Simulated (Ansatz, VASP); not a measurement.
# BN: VASP beside Ansatz

Contents of POSCAR:

```
BN
1.0
   -0.0060160848      1.7988093648      1.7988093648
    1.7988093648     -0.0060160848      1.7988093648
    1.7988093648      1.7988093648     -0.0060160848
B N
1 1
Direct
    0.0000000000      0.0000000000      0.0000000000
    0.2500000000      0.2500000000      0.2500000000
```

File INCAR.step1:

```
  ALGO = Normal
  EDIFF = 1E-4
  ENCUT = 520
  GGA = PE
  ISMEAR = 0
  LASPH = True
  LCHARG = False
  LREAL = False
  LWAVE = True
  NBANDS = 11
  NELM = 100
  PREC = Accurate
  SIGMA = 0.01
```

File INCAR.step2:

```
  ALGO = Normal
  EDIFF = 1E-6
  ENCUT = 520
  ISIF = 2
  ISMEAR = 0
  ISTART = 1
  LASPH = True
  LCHARG = False
  LMIXTAU = True
  LREAL = False
  LWAVE = False
  METAGGA = R2SCAN
  NBANDS = 11
  NELM = 100
  PREC = Accurate
  SIGMA = 0.01
```

File KPOINTS:

```
k-points
0
Gamma
  12 12 12
```

Input for Ansatz:

```yaml
crystal:
  lattice:
    - [-0.0060160848, 1.7988093648, 1.7988093648]
    - [1.7988093648, -0.0060160848, 1.7988093648]
    - [1.7988093648, 1.7988093648, -0.0060160848]
  atoms:
    - { symbol: B, position: [0.0, 0.0, 0.0] }
    - { symbol: "N", position: [0.25, 0.25, 0.25] }
kpoints:
  mp_grid: { grid: [12, 12, 12] }
  band_path:
    path:
      - [0.0, 0.0, 0.0]
      - [-0.5, -0.5, 0.0]
      - [-0.375, -0.375, 0.25]
      - [-0.375, 0.0, 0.375]
      - [0.0, 0.0, 0.5]
      - [-0.5, -0.25, 0.25]
      - [0.0, 0.5, 0.5]
    npoints: 1
hamiltonian:
  xc: r2scan
scf:
  occupations: { method: fixed }
  n_extra_bands: 4
output:
  forces: true
  stress: true
  eigenvalues: true
```

Change from the starting cell: shear_111 strain -0.5%.

Alike in both runs: task single point; functional r2SCAN; k mesh 12 × 12 × 12; no spin polarisation.

|  | VASP | Ansatz |
| --- | --- | --- |
| version | VASP 6.6.1 | Ansatz 0.2.0 |
| potentials or method | VASP PAW PBE potentials, release 64 (B, N) | plane waves, PAW |
| plane-wave cutoff (eV) | 520 | 500 |
| occupations | gaussian, width 0.01 eV | fixed |
| valence electrons in the cell | 8 | 8 |

VASP gave:

```
gap on the k mesh at the Fermi level (eV)                     : 4.97
pressure (GPa)                                                : 3.1
traceless stress, the component that is largest in VASP (GPa) : 1.60
rms of the force components (eV/Å)                            : 0.005
```

Which values does Ansatz return?

gap on the k mesh at the Fermi level (eV): 5.00; pressure (GPa): 2.0; traceless stress, the component that is largest in VASP (GPa): 1.59; rms of the force components (eV/Å): 0.004.

VASP's potentials were made for PBE, not for r2SCAN. Atom by atom the forces differ by 0.001 eV/Å (rms over components).
